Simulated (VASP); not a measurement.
A run of VASP 6.6.1 is set up as follows.

File POSCAR:

```
Ti
1.0
    0.0000000000      1.8959127723      1.8959127723
    1.8959127723      0.0000000000      1.8959127723
    1.8959127723      1.8959127723      0.0000000000
Ti
1
Direct
    0.0000000000      0.0000000000      0.0000000000
```

File INCAR.step1:

```
PREC = Accurate
ENCUT = 550
ISMEAR = 1
SIGMA = 0.05
LREAL = False
LASPH = True
NELM = 120
NBANDS = 12
GGA = PE
ALGO = Normal
EDIFF = 1E-5
LWAVE = True
LCHARG = False
GGA_COMPAT = False
```

The input INCAR.step2:

```
PREC = Accurate
ENCUT = 550
EDIFF = 1E-6
ISMEAR = 1
SIGMA = 0.05
LREAL = False
LASPH = True
NELM = 120
ALGO = Normal
ISIF = 2
LWAVE = False
LCHARG = False
METAGGA = R2SCAN
LMIXTAU = True
NBANDS = 12
ISTART = 1
GGA_COMPAT = False
```

KPOINTS

```
regular mesh
0
Gamma
  7 7 7
```

Potentials or basis: VASP PAW PBE potentials, release 64 (Ti_sv).

Launch:

```sh
$ cat potpaw_PBE.64/Ti_sv/POTCAR > POTCAR
$ cp INCAR.step1 INCAR
$ mpirun -np 1 vasp_std > vasp.out
$ cp INCAR.step2 INCAR
$ mpirun -np 1 vasp_std > vasp.out
```

Question: What does it give for the band gap on the k mesh?

Answer: Zero (bands 6 and 7 overlap by 1.41 eV).

Question: Estimate the pressure.

Answer: 40.8 GPa.

Caveat: the k points lie up to 0.41 Å⁻¹ apart, too coarse for converged energies and pressures of a metal; the PAW data sets were made with another functional, which shifts forces and pressure a little.
